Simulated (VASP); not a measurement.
# Pt2F (P6/mmm) in VASP: a series of runs, part 2 of 3

VASP 6.6.1. Earlier steps stand in the parts before.

### 3 Single point, PBE

This run uses another cell than the first one, of 14.75 Å³/atom.

File INCAR:

```
SYSTEM = Pt2F
PREC     = Accurate       ! precision mode
ENCUT    = 520            ! plane-wave cutoff, eV
EDIFF    = 1E-6           ! SCF threshold, eV
ISMEAR   = 0              ! smearing method
SIGMA    = 0.1            ! smearing width, eV
LREAL    = .FALSE.        ! projectors in reciprocal space
LASPH    = .TRUE.         ! aspherical terms in the spheres
NELM     = 100            ! most SCF steps
ALGO     = Normal         ! electronic algorithm
ISIF     = 2              ! what is computed and relaxed
LWAVE    = .FALSE.        ! write WAVECAR
LCHARG   = .FALSE.        ! write CHGCAR
GGA      = PE             ! functional
NBANDS   = 20             ! bands
```

File KPOINTS:

```
regular mesh
0
G
  6 6 4
  0 0 0
```

File POSCAR:

```
Pt2F
1.0
    4.4399144767      0.0000000038      0.0000000000
   -2.2199572416      3.8450787256      0.0000000000
    0.0000000000      0.0000000000      2.5926866657
Pt F
2 1
Direct
    0.3333333333      0.6666666667      0.5000000000
    0.6666666667      0.3333333333      0.5000000000
    0.0000000000      0.0000000000      0.0000000000
```

Potentials or basis: VASP PAW PBE potentials, release 64 (Pt, F).

Run with:

```sh
cat potpaw_PBE.64/Pt/POTCAR potpaw_PBE.64/F/POTCAR > POTCAR
mpirun -np 1 vasp_std > vasp.out
```

OUTCAR:

```text
SYSTEM = Pt2F
   PREC = Accurate
   ENCUT = 520
   EDIFF = 1E-6
   ISMEAR = 0
   LREAL = .FALSE.
   LASPH = .TRUE.
   NELM = 100
   ISIF = 2
   GGA = PE

 ion  position               nearest neighbor table
   1  0.333  0.667  0.500-   2 2.56   2 2.56   2 2.56
   2  0.667  0.333  0.500-   1 2.56   1 2.56   1 2.56
   3  0.000  0.000  0.000-

  LATTYP: Found a hexagonal cell.
 ALAT       =     4.4399144767
 C/A-ratio  =     0.5839496863

  Lattice vectors:

 A1 = (   4.4399144767,   0.0000000038,   0.0000000000)
 A2 = (  -2.2199572416,   3.8450787256,   0.0000000000)
 A3 = (   0.0000000000,   0.0000000000,   2.5926866657)

Analysis of symmetry for initial positions (statically):
=====================================================================
 Subroutine PRICEL returns:
 Original cell was already a primitive cell.

 Routine SETGRP: Setting up the symmetry group for a
 hexagonal supercell.

 Subroutine GETGRP returns: Found 24 space group operations
 (whereof 24 operations were pure point group operations)
 out of a pool of 24 trial point group operations.

The static configuration has the point symmetry D_6h.

Analysis of symmetry for dynamics (positions and initial velocities):
=====================================================================
 Subroutine PRICEL returns:
 Original cell was already a primitive cell.

 Routine SETGRP: Setting up the symmetry group for a
 hexagonal supercell.

 Subroutine GETGRP returns: Found 24 space group operations
 (whereof 24 operations were pure point group operations)
 out of a pool of 24 trial point group operations.

The dynamic configuration has the point symmetry D_6h.

 Subroutine INISYM returns: Found 24 space group operations
 (whereof 24 operations are pure point group operations),
 and found     1 'primitive' translations

----------------------------------------------------------------------------------------
[... 108 lines left out ...]
   IALGO  =     38    algorithm
   IMIX   =      4    mixing-type and parameters
     AMIX     =   0.40;   BMIX     =  1.00
     AMIX_MAG =   1.60;   BMIX_MAG =  1.00
  volume/ion in A,a.u.               =      14.75        99.56
  Fermi-wavevector in a.u.,A,eV,Ry     =   1.388416  2.623725 26.227919  1.927698
  Thomas-Fermi vector in A             =   2.512544
   LORBIT       =      0    0 simple, 1 ext, 2 COOP (PROOUT), +10 PAW based schemes
   GGA     = PE    functional components
   LHFCALC =     F    Hartree Fock is set to
   AEXX    =    0.0000 exact exchange contribution
   IVDW    =     0    specifies the selected vdW correction
   LEPSILON=     F    determine dielectric tensor
   LRPA    =     F    only Hartree local field effects (RPA)
 non-spin polarized calculation
 Gauss-broadening in eV      SIGMA  =   0.10
  energy-cutoff  :      520.00
  volume of cell :       44.26
 maximum number of plane-waves:      1212
 NGX is ok and might be reduce to    36
   NGX = 17   NGY = 17   NGZ =  9

 number of electron      27.0000007 magnetization

 Free energy of the ion-electron system (eV)
  ---------------------------------------------------
  ext. energy  EPLUGINS =         0.00000000
  ---------------------------------------------------
  free energy    TOTEN  =       -13.91754082 eV

  energy without entropy =      -13.89642256  energy(sigma->0) =      -13.90698169

 E-fermi :   6.6260     XC(G=0): -12.0937

 val. band max:        6.6009535876   @ k =   0.3333   0.1667   0.0000
 cond. band min:       6.6596719810   @ k =   0.3333   0.1667   0.2500
 fundamental gap:      0.0587183933
 Fermi energy:         6.6259658705

 k-point     1 :       0.0000    0.0000    0.0000
  band No.  band energies     occupation
      1     -14.8367      2.00000
      2      -0.1241      2.00000
      3       1.3762      2.00000
      4       1.7806      2.00000
      5       1.9001      2.00000
      6       1.9001      2.00000
[... 472 lines left out ...]
     19      14.4853      0.00000
     20      21.4970      0.00000

------------------------ aborting loop because EDIFF is reached ----------------------------------------

  FORCE on cell =-STRESS in cart. coord.  units (eV):
  Direction    XX          YY          ZZ          XY          YZ          ZX
  --------------------------------------------------------------------------------------
  -------------------------------------------------------------------------------------
  Total       -0.1259088     -0.1259088     -0.2112262     -0.0000000      0.0000000      0.0000000
  in kB       -4.5576079     -4.5576079     -7.6458990     -0.0000000      0.0000000      0.0000000
  external PRESSURE =      -5.5870382 kB  Pullay stress =       0.0000000 kB

 VOLUME and BASIS-vectors are now :
 -----------------------------------------------------------------------------
  energy-cutoff  :      520.00
  volume of cell :       44.26
      direct lattice vectors                 reciprocal lattice vectors
     4.439914477  0.000000004  0.000000000     0.225229563  0.130036349  0.000000000
    -2.219957242  3.845078726  0.000000000    -0.000000000  0.260072698  0.000000000
     0.000000000  0.000000000  2.592686666     0.000000000  0.000000000  0.385700290

 POSITION                                       TOTAL-FORCE (eV/Angst)
 -----------------------------------------------------------------------------------
     -0.00000      2.56339      1.29634        -0.000000      0.000000      0.000000
      2.21996      1.28169      1.29634         0.000000     -0.000000     -0.000000
      0.00000      0.00000      0.00000         0.000000      0.000000     -0.000000
 -----------------------------------------------------------------------------------
    total drift:                                0.000000      0.000000     -0.000000

  FREE ENERGIE OF THE ION-ELECTRON SYSTEM (eV)
  ---------------------------------------------------
  free  energy   TOTEN  =       -13.9175408247 eV

  energy  without entropy=      -13.8964225576  energy(sigma->0) =      -13.90698169
```

OSZICAR:

```text
N       E                     dE             d eps       ncg     rms          rms(c)
DAV:   1     0.145008674087E+03    0.14501E+03   -0.13707E+04   840   0.127E+03
DAV:   2    -0.116354302356E+02   -0.15664E+03   -0.14762E+03   944   0.275E+02
DAV:   3    -0.165147068103E+02   -0.48793E+01   -0.48208E+01   944   0.486E+01
DAV:   4    -0.165449484413E+02   -0.30242E-01   -0.30238E-01   928   0.404E+00
DAV:   5    -0.165453036932E+02   -0.35525E-03   -0.35525E-03   980   0.457E-01    0.138E+01
DAV:   6    -0.142743801474E+02    0.22709E+01   -0.96305E+00   928   0.323E+01    0.106E+01
DAV:   7    -0.140525419928E+02    0.22184E+00   -0.56005E+00   928   0.150E+01    0.483E+00
DAV:   8    -0.139312725860E+02    0.12127E+00   -0.84535E-01   940   0.897E+00    0.260E+00
DAV:   9    -0.139178723085E+02    0.13400E-01   -0.70879E-02   880   0.238E+00    0.330E-01
DAV:  10    -0.139176218200E+02    0.25049E-03   -0.97872E-03   908   0.868E-01    0.117E-01
DAV:  11    -0.139176153977E+02    0.64223E-05   -0.17481E-03   960   0.383E-01    0.999E-02
DAV:  12    -0.139175526877E+02    0.62710E-04   -0.16685E-04   912   0.124E-01    0.319E-02
DAV:  13    -0.139175411999E+02    0.11488E-04   -0.11271E-04   908   0.932E-02    0.840E-03
DAV:  14    -0.139175408247E+02    0.37517E-06   -0.59088E-06   904   0.214E-02
   1 F= -.13917541E+02 E0= -.13906982E+02  d E =-.211183E-01
```

Wall time 14 s (1 thread of Intel Xeon Platinum 8259CL at 2.50GHz (Skylake/Cascade Lake), shared host); peak memory 0.17 GiB.

What came out:

* Free energy: -13.9175 eV
* Pressure: -0.6 GPa
* Band gap on the k mesh: zero (an odd number of electrons rules out a gap without spin polarisation)

Levels at points of the mesh, in eV from the Fermi level:
```csv
k point,band 10,band 11,band 12,band 13,band 14,band 15,band 16,band 17
"(0.00, 0.00, 0.00)",-1.38,-1.38,-0.74,-0.74,0.09,0.09,5.71,5.71
"(0.50, 0.00, 0.00)",-1.53,-0.70,-0.70,-0.66,-0.29,0.28,1.48,4.98
"(0.00, 0.00, 0.50)",-2.11,-2.08,-1.12,-1.12,1.47,1.90,5.44,9.56
"(0.50, 0.00, 0.50)",-1.91,-1.84,-0.23,0.78,0.80,4.87,5.78,6.27
```

Caveat: the k points lie up to 0.61 Å⁻¹ apart, too coarse for converged energies and pressures of a metal; spin-orbit coupling is left out, which moves the levels of the heavy elements.

### 4 Single point, PBE

This run uses another cell than the first one, of 14.94 Å³/atom.

File INCAR:

```
PREC = Accurate ; ENCUT = 520
EDIFF = 1E-7 ; ISMEAR = 0
SIGMA = 0.1 ; LREAL = F
LASPH = T ; NELM = 80
ALGO = Normal ; ISIF = 2
LWAVE = F ; LCHARG = T
GGA = PE ; LELF = T
LVHAR = T ; NBANDS = 20
```

File KPOINTS:

```
regular mesh
0
Gamma
  6 6 6
```

File POSCAR:

```
Pt2F
1.0
    4.4192345989      0.0000000000      0.0000000000
   -2.2096172995      3.8271694279      0.0000000000
    0.0000000000      0.0000000000      2.6500864216
Pt F
2 1
Direct
    0.3333333333      0.6666666667      0.5000000000
    0.6666666667      0.3333333333      0.5000000000
    0.0000000000      0.0000000000      0.0000000000
```

Potentials or basis: VASP PAW PBE potentials, release 64 (Pt, F).

Run with:

```sh
cat potpaw_PBE.64/Pt/POTCAR potpaw_PBE.64/F/POTCAR > POTCAR
mpirun -np 1 vasp_std > vasp.out
```

OUTCAR:

```text
PREC = Accurate
   ENCUT = 520
   EDIFF = 1E-7
   ISMEAR = 0
   LREAL = F
   LASPH = T
   NELM = 80
   ISIF = 2
   GGA = PE

 ion  position               nearest neighbor table
   1  0.333  0.667  0.500-   2 2.55   2 2.55   2 2.55
   2  0.667  0.333  0.500-   1 2.55   1 2.55   1 2.55
   3  0.000  0.000  0.000-

  LATTYP: Found a hexagonal cell.
 ALAT       =     4.4192345989
[... 745 lines left out ...]

------------------------ aborting loop because EDIFF is reached ----------------------------------------

  FORCE on cell =-STRESS in cart. coord.  units (eV):
  Direction    XX          YY          ZZ          XY          YZ          ZX
  --------------------------------------------------------------------------------------
  -------------------------------------------------------------------------------------
  Total       -0.1192051     -0.1192051     -0.1163770      0.0000000      0.0000000      0.0000000
  in kB       -4.2610884     -4.2610884     -4.1599981      0.0000000      0.0000000      0.0000000
  external PRESSURE =      -4.2273916 kB  Pullay stress =       0.0000000 kB

 VOLUME and BASIS-vectors are now :
 -----------------------------------------------------------------------------
  energy-cutoff  :      520.00
  volume of cell :       44.82
      direct lattice vectors                 reciprocal lattice vectors
     4.419234599  0.000000000  0.000000000     0.226283529  0.130644856  0.000000000
    -2.209617300  3.827169428  0.000000000     0.000000000  0.261289713  0.000000000
     0.000000000  0.000000000  2.650086422     0.000000000  0.000000000  0.377346185

 POSITION                                       TOTAL-FORCE (eV/Angst)
 -----------------------------------------------------------------------------------
     -0.00000      2.55145      1.32504         0.000000     -0.000000     -0.000000
      2.20962      1.27572      1.32504        -0.000000      0.000000      0.000000
      0.00000      0.00000      0.00000        -0.000000      0.000000      0.000000
 -----------------------------------------------------------------------------------
    total drift:                                0.000000      0.000000     -0.000000

  FREE ENERGIE OF THE ION-ELECTRON SYSTEM (eV)
  ---------------------------------------------------
  free  energy   TOTEN  =       -13.5025405037 eV

  energy  without entropy=      -13.4881458639  energy(sigma->0) =      -13.49534318
```

OSZICAR:

```text
N       E                     dE             d eps       ncg     rms          rms(c)
DAV:   1     0.149919540268E+03    0.14992E+03   -0.13501E+04  1120   0.126E+03
DAV:   2    -0.109851709355E+02   -0.16090E+03   -0.15328E+03  1236   0.279E+02
DAV:   3    -0.159878949410E+02   -0.50027E+01   -0.49511E+01  1244   0.491E+01
DAV:   4    -0.160159622076E+02   -0.28067E-01   -0.28062E-01  1280   0.396E+00
DAV:   5    -0.160162997373E+02   -0.33753E-03   -0.33752E-03  1272   0.451E-01    0.138E+01
DAV:   6    -0.139366484348E+02    0.20797E+01   -0.10010E+01  1260   0.324E+01    0.112E+01
DAV:   7    -0.136312936547E+02    0.30535E+00   -0.66365E+00  1296   0.165E+01    0.507E+00
DAV:   8    -0.135137526465E+02    0.11754E+00   -0.78890E-01  1244   0.854E+00    0.267E+00
DAV:   9    -0.135032126079E+02    0.10540E-01   -0.68180E-02  1212   0.228E+00    0.307E-01
DAV:  10    -0.135025797187E+02    0.63289E-03   -0.97445E-03  1228   0.841E-01    0.106E-01
DAV:  11    -0.135025430721E+02    0.36647E-04   -0.79285E-04  1284   0.249E-01    0.607E-02
DAV:  12    -0.135025423728E+02    0.69929E-06   -0.78125E-05  1268   0.818E-02    0.202E-02
DAV:  13    -0.135025407626E+02    0.16102E-05   -0.47888E-06  1236   0.186E-02    0.356E-03
DAV:  14    -0.135025405716E+02    0.19099E-06   -0.13919E-06  1288   0.104E-02    0.172E-03
DAV:  15    -0.135025405037E+02    0.67866E-07   -0.10848E-07   672   0.282E-03
   1 F= -.13502541E+02 E0= -.13495343E+02  d E =-.143946E-01
```

stdout:

```text
POSCAR found type information on POSCAR PtF
 POSCAR found :  2 types and       3 ions
 scaLAPACK will be used
 LDA part: xc-table for (Slater+PW92), standard interpolation
 POSCAR, INCAR and KPOINTS ok, starting setup
 FFT: planning ... GRIDC
 FFT: planning ... GRID_SOFT
 FFT: planning ... GRID
 WAVECAR not read
 entering main loop
```

Run time: 19 s. Hardware: 1 thread of Intel Xeon Platinum 8259CL at 2.50GHz (Skylake/Cascade Lake), shared host; peak memory 0.17 GiB.

What came out:

```
Free energy            : -13.5025 eV
Pressure               : -0.4 GPa
Band gap on the k mesh : zero (an odd number of electrons rules out a gap without spin polarisation)
```

Levels at points of the mesh, in eV from the Fermi level:
```
           k point  band 9  band 10  band 11  band 12  band 13  band 14  band 15  band 16  band 17  band 18
(0.00, 0.00, 0.00)   -1.61    -1.37    -1.37    -0.72    -0.72     0.19     0.19     5.97     5.97     7.96
(0.50, 0.00, 0.00)   -1.73    -1.54    -0.68    -0.54    -0.53    -0.22     0.40     1.63     5.14     9.93
(0.00, 0.00, 0.50)   -2.07    -2.07    -2.04    -0.90    -0.90     1.52     1.95     5.04     9.69    11.57
(0.50, 0.00, 0.50)   -1.81    -1.73    -1.61    -0.12     0.85     0.93     4.97     5.42     6.17     6.36
```

Caveat: the k points lie up to 0.40 Å⁻¹ apart, too coarse for converged energies and pressures of a metal; spin-orbit coupling is left out, which moves the levels of the heavy elements.

### 5 Relaxation of cell and atoms, PBE

File INCAR:

```
  ALGO = Normal
  EDIFF = 1E-6
  EDIFFG = -0.04
  ENCUT = 600
  GGA = PE
  IBRION = 2
  ISIF = 3
  ISMEAR = 0
  LASPH = True
  LCHARG = False
  LREAL = False
  LWAVE = False
  NELM = 100
  NSW = 90
  PREC = Accurate
  SIGMA = 0.1
```

File KPOINTS:

```
k-points
0
Gamma
  6 6 4
```

File POSCAR:

```
Pt2F
1.0
    3.4104391900      0.0000000000      0.0000000000
   -1.7052196000      2.9535269800      0.0000000000
    0.0000000000      0.0000000000      4.4301099700
Pt F
2 1
Direct
    0.3333333300      0.6666666700      0.5000000000
    0.6666666700      0.3333333300      0.5000000000
    0.0000000000      0.0000000000      0.0000000000
```

Run with:

```sh
cat potpaw_PBE.64/Pt/POTCAR potpaw_PBE.64/F/POTCAR > POTCAR
mpirun -np 1 vasp_std > vasp.out
```

It took 5.6 min on 1 thread of Intel Xeon Platinum 8259CL at 2.50GHz (Skylake/Cascade Lake), shared host; peak memory 0.2 GiB.

Results (log left out):

| Quantity | Value |
| --- | --- |
| Free energy | -13.7682 eV |
| Relaxed volume | 14.45 Å³/atom |
| Relaxed cell | a = 4.386 Å, b = 4.386 Å, c = 2.602 Å, α = 90.00°, β = 90.00°, γ = 120.00° |
| Space group after relaxing (to 0.1 Å) | P6/mmm (No. 191) |
| Pressure after relaxing | 0.1 GPa |
| Band gap on the k mesh | zero (an odd number of electrons rules out a gap without spin polarisation) |

Stress tensor (GPa, compression positive):
```
 0.12  0.00  0.00
 0.00  0.12  0.00
 0.00  0.00 -0.08
```

Final structure:
```
Pt F
1.0
     4.38648    0.00000    0.00000
    -2.19324    3.79880    0.00000
     0.00000    0.00000    2.60152
Pt F
2 1
Direct
  0.33333 0.66667 0.50000
  0.66667 0.33333 0.50000
  0.00000 0.00000 0.00000
```

Levels at points of the mesh, in eV from the Fermi level:
| k point | band 9 | band 10 | band 11 | band 12 | band 13 | band 14 | band 15 | band 16 | band 17 |
| --- | --- | --- | --- | --- | --- | --- | --- | --- | --- |
| (0.00, 0.00, 0.00) | -1.65 | -1.54 | -1.54 | -0.80 | -0.80 | 0.06 | 0.06 | 5.83 | 5.83 |
| (0.50, 0.00, 0.00) | -1.88 | -1.71 | -0.79 | -0.72 | -0.70 | -0.35 | 0.27 | 1.58 | 5.08 |
| (0.00, 0.00, 0.50) | -2.25 | -2.25 | -2.21 | -1.11 | -1.11 | 1.37 | 1.90 | 5.30 | 9.69 |
| (0.50, 0.00, 0.50) | -1.97 | -1.95 | -1.94 | -0.24 | 0.76 | 0.84 | 4.90 | 5.65 | 6.40 |

Caveat: a cell axis changed by over 15 % at a fixed basis, so the end point is rough; spin-orbit coupling is left out, which moves the levels of the heavy elements.

[end of part 2 of 3]

The gap in the log of VASP goes by the Fermi energy; the results here count the filled bands.